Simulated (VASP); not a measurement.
# GdIr2Cl (P6/mmm) in VASP: notebook

The runs below take GdIr2Cl through single point, with PBE.

Everything below comes from runs of VASP 6.6.1. Logs are shortened: lines on timing, memory, paths and dates and some standing lists are left out, and cuts for length are marked.

## Step 1: The cell of the first run

It takes space group P6/mmm (No. 191, hexagonal). Conventional cell: a = 4.588 Å, b = 4.588 Å, c = 5.490 Å, α = 90.00°, β = 90.00°, γ = 120.00°. Gd (site symmetry 6/mmm) has 6 Ir at 2.65 Å and 2 Cl at 2.75 Å within 3.5 Å. Ir (site symmetry -6m2) has 3 Gd at 2.65 Å and 3 Ir at 2.65 Å within 3.5 Å. Within 3.6 Å of Cl (site symmetry 6/mmm) lie 2 Gd at 2.75 Å.

The cell was built from a structure type or drawn by symmetry, and may not be a known phase.

## Step 2: Single point, PBE, collinear spin, ferromagnetic start

INCAR

```
PREC = Accurate
ENCUT = 520
EDIFF = 1E-6
ISMEAR = 0
SIGMA = 0.1
LREAL = F
LASPH = T
NELM = 150
ALGO = Normal
ISIF = 2
LWAVE = F
LCHARG = F
ISPIN = 2
MAGMOM = 7 1 1 0
LORBIT = 11
LMAXMIX = 6
GGA = PE
NBANDS = 34
```

KPOINTS

```
Automatic mesh
0
Gamma
  6 6 4
```

POSCAR

```
GdIr2Cl
1.0
    4.5879485400      0.0000000000      0.0000000000
   -2.2939742700      3.9732799900      0.0000000000
    0.0000000000      0.0000000000      5.4901142700
Gd Ir Cl
1 2 1
Direct
    0.0000000000      0.0000000000      0.5000000000
    0.3333333300      0.6666666700      0.5000000000
    0.6666666700      0.3333333300      0.5000000000
    0.0000000000      0.0000000000      0.0000000000
```

Potentials or basis: VASP PAW PBE potentials, release 64 (Gd, Ir, Cl).

Command:

```console
cat potpaw_PBE.64/Gd/POTCAR potpaw_PBE.64/Ir/POTCAR potpaw_PBE.64/Cl/POTCAR > POTCAR
mpirun -np 1 vasp_std > vasp.out
```

OUTCAR:

```text
PREC = Accurate
   ENCUT = 520
   EDIFF = 1E-6
   ISMEAR = 0
   LREAL = F
   LASPH = T
   NELM = 150
   ISIF = 2
   ISPIN = 2
   LORBIT = 11
   GGA = PE

 ion  position               nearest neighbor table
   1  0.000  0.000  0.500-   2 2.65   3 2.65   3 2.65   2 2.65   3 2.65   2 2.65   4 2.75   4 2.75

   2  0.333  0.667  0.500-   1 2.65   3 2.65   3 2.65   1 2.65   1 2.65   3 2.65
   3  0.667  0.333  0.500-   1 2.65   2 2.65   2 2.65   1 2.65   1 2.65   2 2.65
   4  0.000  0.000  0.000-   1 2.75   1 2.75

  LATTYP: Found a hexagonal cell.
 ALAT       =     4.5879485400
 C/A-ratio  =     1.1966381537

  Lattice vectors:

 A1 = (   4.5879485400,   0.0000000000,   0.0000000000)
 A2 = (  -2.2939742700,   3.9732799900,   0.0000000000)
 A3 = (   0.0000000000,   0.0000000000,   5.4901142700)

Analysis of symmetry for initial positions (statically):
=====================================================================
 Subroutine PRICEL returns:
 Original cell was already a primitive cell.

 Routine SETGRP: Setting up the symmetry group for a
 hexagonal supercell.

 Subroutine GETGRP returns: Found 24 space group operations
 (whereof 24 operations were pure point group operations)
 out of a pool of 24 trial point group operations.

The static configuration has the point symmetry D_6h.

Analysis of symmetry for dynamics (positions and initial velocities):
=====================================================================
 Subroutine PRICEL returns:
 Original cell was already a primitive cell.

 Routine SETGRP: Setting up the symmetry group for a
 hexagonal supercell.

 Subroutine GETGRP returns: Found 24 space group operations
 (whereof 24 operations were pure point group operations)
 out of a pool of 24 trial point group operations.

The dynamic configuration has the point symmetry D_6h.

Analysis of structural, dynamic, and magnetic symmetry:
=====================================================================
 Subroutine PRICEL returns:
 Original cell was already a primitive cell.

 Routine SETGRP: Setting up the symmetry group for a
 hexagonal supercell.

 Subroutine GETGRP returns: Found 24 space group operations
 (whereof 24 operations were pure point group operations)
 out of a pool of 24 trial point group operations.

The overall configuration has the point symmetry D_6h.
[... 124 lines left out ...]
   GGA     = PE    functional components
   LHFCALC =     F    Hartree Fock is set to
   AEXX    =    0.0000 exact exchange contribution
   IVDW    =     0    specifies the selected vdW correction
   LEPSILON=     F    determine dielectric tensor
   LRPA    =     F    only Hartree local field effects (RPA)
 spin polarized calculation
 Gauss-broadening in eV      SIGMA  =   0.10
  energy-cutoff  :      520.00
  volume of cell :      100.08
 maximum number of plane-waves:      2727
 NGX is ok and might be reduce to    36
   NGX = 17   NGY = 17   NGZ = 21

 number of electron      43.0000001 magnetization       7.2063583

 Free energy of the ion-electron system (eV)
  ---------------------------------------------------
  ext. energy  EPLUGINS =         0.00000000
  ---------------------------------------------------
  free energy    TOTEN  =       -29.48259690 eV

  energy without entropy =      -29.44475268  energy(sigma->0) =      -29.46367479

 E-fermi :   2.1758     XC(G=0):  -9.7732

 val. band max:        2.1739852596   @ k =   0.3333   0.1667   0.0000
 cond. band min:       2.1813579164   @ k =   0.3333   0.0000   0.2500
 fundamental gap:      0.0073726568
 Fermi energy:         2.1758280753

 spin component 1

 k-point     1 :       0.0000    0.0000    0.0000
  band No.  band energies     occupation
      1     -41.4287      1.00000
      2     -19.2712      1.00000
      3     -19.2712      1.00000
      4     -18.7450      1.00000
      5     -11.7346      1.00000
      6      -3.9716      1.00000
[... 745 lines left out ...]
     32       8.1203      0.00000
     33       9.3259      0.00000
 Fermi energy:         2.1758280753

 spin component 2

 k-point     1 :       0.0000    0.0000    0.0000
  band No.  band energies     occupation
      1     -38.3776      1.00000
      2     -17.2433      1.00000
      3     -17.2433      1.00000
      4     -16.6470      1.00000
      5     -11.7331      1.00000
      6      -3.7752      1.00000
[... 745 lines left out ...]
     32       8.7720      0.00000
     33       9.8797      0.00000
 [bands above 33 left out]

------------------------ aborting loop because EDIFF is reached ----------------------------------------

  FORCE on cell =-STRESS in cart. coord.  units (eV):
  Direction    XX          YY          ZZ          XY          YZ          ZX
  --------------------------------------------------------------------------------------
  -------------------------------------------------------------------------------------
  Total        8.7239796      8.7239796     -0.1755184     -0.0000000     -0.0000000     -0.0000000
  in kB      139.6613164    139.6613166     -2.8098565     -0.0000000     -0.0000000     -0.0000000
  external PRESSURE =      92.1709255 kB  Pullay stress =       0.0000000 kB

 VOLUME and BASIS-vectors are now :
 -----------------------------------------------------------------------------
  energy-cutoff  :      520.00
  volume of cell :      100.08
      direct lattice vectors                 reciprocal lattice vectors
     4.587948540  0.000000000  0.000000000     0.217962340  0.125840616  0.000000000
    -2.293974270  3.973279990  0.000000000     0.000000000  0.251681231  0.000000000
     0.000000000  0.000000000  5.490114270     0.000000000  0.000000000  0.182145571

 POSITION                                       TOTAL-FORCE (eV/Angst)
 -----------------------------------------------------------------------------------
      0.00000      0.00000      2.74506        -0.000000     -0.000000     -0.000000
     -0.00000      2.64885      2.74506        -0.000000      0.000000     -0.000000
      2.29397      1.32443      2.74506         0.000000     -0.000000      0.000000
      0.00000      0.00000      0.00000        -0.000000     -0.000000     -0.000000
 -----------------------------------------------------------------------------------
    total drift:                               -0.000000      0.000000      0.000000

  FREE ENERGIE OF THE ION-ELECTRON SYSTEM (eV)
  ---------------------------------------------------
  free  energy   TOTEN  =       -29.4825968961 eV

  energy  without entropy=      -29.4447526760  energy(sigma->0) =      -29.46367479

 total charge

# of ion       s       p       d       f       tot
--------------------------------------------------
    1        2.080   5.587   0.761   7.081  15.509
    2        0.740   0.350   7.178   0.000   8.268
    3        0.740   0.350   7.178   0.000   8.268
    4        1.599   3.523   0.000   0.000   5.122
--------------------------------------------------
tot          5.159   9.810  15.117   7.081  37.167

 magnetization (x)

# of ion       s       p       d       f       tot
--------------------------------------------------
    1        0.003  -0.068   0.061   6.689   6.685
    2        0.020   0.007   0.104   0.000   0.131
    3        0.020   0.007   0.104   0.000   0.131
    4       -0.001  -0.007   0.000   0.000  -0.008
--------------------------------------------------
tot          0.043  -0.062   0.269   6.689   6.940
```

Run time: 8.4 min. Hardware: 1 thread of AMD EPYC 7R13 (Zen 3), shared host; peak memory 0.33 GiB.

Results:

```yaml
Free_energy: -29.4826 eV
Pressure: 9.2 GPa
Net_moment: 7.21 μB per cell
Site_moments: Gd +6.68; Ir +0.13; Cl -0.01 μB
Valence_electrons_inside_the_program's_atomic_spheres: Gd 15.51; Ir 8.27; Cl 5.12
```

Levels at points of the mesh, in eV from the Fermi level:
Spin up:
```tsv
k point	band 22	band 23	band 24	band 25	band 26	band 27	band 28	band 29
(0.00, 0.00, 0.00)	-1.01	-1.01	-0.89	-0.89	-0.14	1.27	1.27	3.97
(0.50, 0.00, 0.00)	-1.45	-1.18	-0.67	-0.28	0.21	1.80	2.63	4.90
(0.00, 0.00, 0.50)	-1.11	-0.92	-0.35	-0.35	-0.08	1.30	1.30	2.23
(0.50, 0.00, 0.50)	-1.30	-1.03	-0.71	-0.40	0.20	1.67	3.64	5.04
```
Spin down:
| k point | band 16 | band 17 | band 18 | band 19 | band 20 | band 21 |
| --- | --- | --- | --- | --- | --- | --- |
| (0.00, 0.00, 0.00) | -1.03 | -0.89 | -0.89 | 0.18 | 1.69 | 1.76 |
| (0.50, 0.00, 0.00) | -1.35 | -0.28 | -0.04 | 0.01 | 1.15 | 2.11 |
| (0.00, 0.00, 0.50) | -0.59 | -0.30 | -0.30 | 0.23 | 1.69 | 1.71 |
| (0.50, 0.00, 0.50) | -0.74 | -0.68 | -0.01 | 0.01 | 1.07 | 2.09 |

Caveat: the cell stands under pressure; spin-orbit coupling is left out, which moves the levels of the heavy elements; a cell with one magnetic atom can't hold antiferromagnetic order, which such compounds often take; semilocal functionals describe open f shells poorly, which spoils levels, moments and volumes.

## Step 3: Single point, PBE, collinear spin, ferromagnetic start

This run uses another cell than the first one, of 27.04 Å³/atom.

INCAR

```
SYSTEM = GdIr2Cl
  PREC = Accurate
  ENCUT = 520
  EDIFF = 1E-6
  ISMEAR = 0
  SIGMA = 0.1
  LREAL = .False.
  LASPH = .True.
  NELM = 150
  ALGO = Normal
  ISIF = 2
  LWAVE = .False.
  LCHARG = .False.
  ISPIN = 2
  MAGMOM = 7 1 1 0
  LORBIT = 11
  LMAXMIX = 6
  GGA = PE
  NBANDS = 34
```

KPOINTS

```
Automatic mesh
0
Gamma
  6 6 4
  0 0 0
```

POSCAR

```
GdIr2Cl
1.0
    4.7873500152      0.0000000000      0.0000000000
   -2.3936750076      4.1459667299      0.0000000000
    0.0000000000      0.0000000000      5.4484100624
Gd Ir Cl
1 2 1
Direct
    0.0000000000      0.0000000000      0.5000000000
    0.3333333333      0.6666666667      0.5000000000
    0.6666666667      0.3333333333      0.5000000000
    0.0000000000      0.0000000000      0.0000000000
```

Potentials or basis: VASP PAW PBE potentials, release 64 (Gd, Ir, Cl).

Command:

```console
cat potpaw_PBE.64/Gd/POTCAR potpaw_PBE.64/Ir/POTCAR potpaw_PBE.64/Cl/POTCAR > POTCAR
mpirun -np 1 vasp_std > vasp.out
```

Wall time 4.2 min (1 thread of AMD EPYC 7R13 (Zen 3), shared host); peak memory 0.33 GiB.

It converged, with:

```yaml
Free_energy: -29.9252 eV
Pressure: 0.7 GPa
Net_moment: 8.75 μB per cell
Site_moments: Gd +6.72; Ir +0.85; Cl +0.01 μB
Valence_electrons_inside_the_program's_atomic_spheres: Gd 15.35; Ir 8.07; Cl 5.13
```

Stress tensor (GPa, compression positive):
```
 1.46  0.00  0.00
 0.00  1.46  0.00
 0.00  0.00 -0.71
```

Levels at points of the mesh, in eV from the Fermi level:
Spin up:
| k point | band 24 | band 25 | band 26 | band 27 | band 28 | band 29 |
| --- | --- | --- | --- | --- | --- | --- |
| (0.00, 0.00, 0.00) | -1.11 | -1.11 | -0.60 | 1.18 | 1.18 | 3.73 |
| (0.50, 0.00, 0.00) | -1.02 | -0.67 | -0.23 | 1.17 | 2.34 | 4.39 |
| (0.00, 0.00, 0.50) | -0.60 | -0.60 | -0.53 | 1.23 | 1.23 | 1.96 |
| (0.50, 0.00, 0.50) | -0.92 | -0.78 | -0.24 | 1.06 | 3.38 | 4.24 |
Spin down:
```csv
k point,band 14,band 15,band 16,band 17,band 18,band 19,band 20,band 21
"(0.00, 0.00, 0.00)",-1.00,-0.97,-0.97,-0.49,-0.49,0.32,1.66,1.71
"(0.50, 0.00, 0.00)",-1.36,-1.35,-0.88,-0.08,0.05,0.27,1.00,2.01
"(0.00, 0.00, 0.50)",-1.03,-1.03,-0.38,-0.05,-0.05,0.38,1.61,1.68
"(0.50, 0.00, 0.50)",-1.34,-1.32,-0.39,-0.39,0.18,0.26,0.94,1.99
```

Caveat: spin-orbit coupling is left out, which moves the levels of the heavy elements; a cell with one magnetic atom can't hold antiferromagnetic order, which such compounds often take; semilocal functionals describe open f shells poorly, which spoils levels, moments and volumes.
